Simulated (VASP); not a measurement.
The system is GdCu.

```
CELL_PARAMETERS angstrom
3.50200 0.00000 0.00000
0.00000 3.50200 0.00000
0.00000 0.00000 3.50200
ATOMIC_POSITIONS crystal
Gd 0.50000 0.50000 0.50000
Cu 0.00000 0.00000 0.00000
```

Base run:

```yaml
Program: VASP 6.6.1
Functional: PBEsol
Potentials_or_basis: VASP PAW PBE potentials, release 64 (Gd, Cu)
Cutoff: 520 eV
k_mesh: 6 × 6 × 6
Occupations: fermi-dirac, width 0.1 eV
Spin: collinear spin, ferromagnetic start
Starting_moments: "[7.0, 0.0] μB"
```

Its results: pressure -2.8 GPa; net moment 7.09 μB per cell; site moments Gd +6.80; Cu -0.00 μB.

Question: The run is repeated on the same cell with these changes: k mesh from 6 × 6 × 6 to 3 × 3 × 3. What comes out?

Answer: Pressure -3.7 GPa; net moment 7.55 μB per cell; site moments Gd +6.91; Cu +0.10 μB.

Caveats: some runs use coarse meshes; the PAW data sets were made with another functional, which shifts forces and pressure a little.
